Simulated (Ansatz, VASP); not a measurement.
# Two plane-wave programs on MgO

Contents of POSCAR:

```
MgO
1.0
    0.0000000000      2.1351500000      2.1351500000
    2.1351500000      0.0000000000      2.1351500000
    2.1351500000      2.1351500000      0.0000000000
Mg O
1 1
Direct
    0.0000000000      0.0000000000      0.0000000000
    0.4912184156      0.4912184156      0.5087815844
```

The input INCAR.step1:

```
  ALGO = Normal
  EDIFF = 1E-5
  ENCUT = 750
  GGA = PE
  GGA_COMPAT = F
  ISMEAR = 0
  LASPH = T
  LCHARG = F
  LREAL = F
  LWAVE = T
  NBANDS = 15
  NELM = 120
  PREC = Accurate
  SIGMA = 0.05
```

File INCAR.step2:

```
  ALGO = Normal
  EDIFF = 1E-6
  ENCUT = 750
  GGA_COMPAT = F
  ISIF = 2
  ISMEAR = 0
  ISTART = 1
  LASPH = T
  LCHARG = F
  LMIXTAU = T
  LREAL = F
  LWAVE = F
  METAGGA = R2SCAN
  NBANDS = 15
  NELM = 120
  PREC = Accurate
  SIGMA = 0.05
```

Contents of KPOINTS:

```
k-points
0
Gamma
  10 10 10
```

Input for Ansatz:

```yaml
crystal:
  lattice:
    - [0.0, 2.13515, 2.13515]
    - [2.13515, 0.0, 2.13515]
    - [2.13515, 2.13515, 0.0]
  atoms:
    - { symbol: Mg, position: [0.0, 0.0, 0.0] }
    - { symbol: O, position: [0.4912184156, 0.4912184156, 0.5087815844] }
basis:
  ecutwfc: 500
kpoints:
  mp_grid: { grid: [10, 10, 10] }
hamiltonian:
  xc: r2scan
scf:
  occupations: { method: gaussian, width: 0.05 }
output:
  forces: true
  stress: true
  eigenvalues: true
```

Change from the starting cell: all O atoms moved +0.037 Å, as atom 2 towards its neighbour atom 1 (Mg) at 2.135 Å.

Alike in both runs: task single point; functional r2SCAN; k mesh 10 × 10 × 10; occupations gaussian, width 0.05 eV; no spin polarisation.

```csv
,VASP,Ansatz
version,VASP 6.6.1,Ansatz 0.2.0
potentials or method,"VASP PAW PBE potentials, release 64 (Mg_sv, O), cutoff 750 eV","scalar-relativistic, plane waves, PAW"
valence electrons in the cell,16,16
```

|  | VASP | Ansatz | Ansatz less VASP |
| --- | --- | --- | --- |
| gap on the k mesh at the Fermi level (eV) | 5.24 | 5.22 | -0.022 |
| least direct gap on the mesh (eV) | 5.24 | 5.22 | -0.022 |
| pressure (GPa) | -6.9 | -6.9 | -0.02 |
| traceless stress, the component that is largest in VASP (GPa) | 0.29 | 0.29 | -0.002 |
| rms of the force components (eV/Å) | 0.101 | 0.098 | -0.0027 |

VASP's potentials were made for PBE, not for r2SCAN. Atom by atom the forces differ by 0.003 eV/Å (rms over components). With one functional, cell and mesh, what is left measures potentials, basis and numerics.
